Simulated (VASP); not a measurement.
Wanted: the native input for a VASP 6.6.1 run.

| Property | Result |
| --- | --- |
| Task | dielectric tensor |
| Functional | r2SCAN |
| Potentials or basis | VASP PAW PBE potentials, release 64 (Li_sv, F) |
| Cutoff | 520 eV |
| k mesh | 10 × 10 × 10 |
| Occupations | gaussian, width 0.01 eV |
| Spin | no spin polarisation |
| Dipole correction | no |
| Further INCAR settings | ALGO = Normal; EDIFF = 1e-08 |

The structure of LiF lies in POSCAR:

```
LiF
1.0
   -0.0554579359      1.9992599537      1.9992599537
    1.9992599537     -0.0554579359      1.9992599537
    1.9992599537      1.9992599537     -0.0554579359
Li F
1 1
Direct
    0.0000000000      0.0000000000      0.0000000000
    0.5000000000      0.5000000000      0.5000000000
```

This cell differs from its parent crystal: epitaxial 111 strain +3.0%.

One way to write it, as run:

INCAR

```
SYSTEM = LiF
  PREC = Accurate
  ENCUT = 520
  EDIFF = 1E-8
  ISMEAR = 0
  SIGMA = 0.01
  LREAL = .FALSE.
  LASPH = .TRUE.
  NELM = 80
  ALGO = Normal
  ISIF = 2
  LWAVE = .FALSE.
  LCHARG = .FALSE.
  METAGGA = R2SCAN
  LMIXTAU = .TRUE.
  LCALCEPS = .TRUE.
```

KPOINTS

```
Automatic mesh
0
G
  10 10 10
  0 0 0
```

Potentials or basis: VASP PAW PBE potentials, release 64 (Li_sv, F).

Launch:

```bash
$ cat potpaw_PBE.64/Li_sv/POTCAR potpaw_PBE.64/F/POTCAR > POTCAR
$ mpirun -np 1 vasp_std > vasp.out
```

It gave:

```json
{"Band gap on the k mesh": "9.94 eV", "Electronic dielectric tensor (diagonal)": "1.98", "Born charges (mean of the diagonal)": "Li +1.04; F -1.04 e"}
```

Caveat: the cell differs from its parent crystal (epitaxial 111 strain +3.0%).

It took 10 min on 1 thread of Intel(R) Xeon(R) 6975P-C (Granite Rapids), with other jobs on the host, peak memory 0.34 GiB.
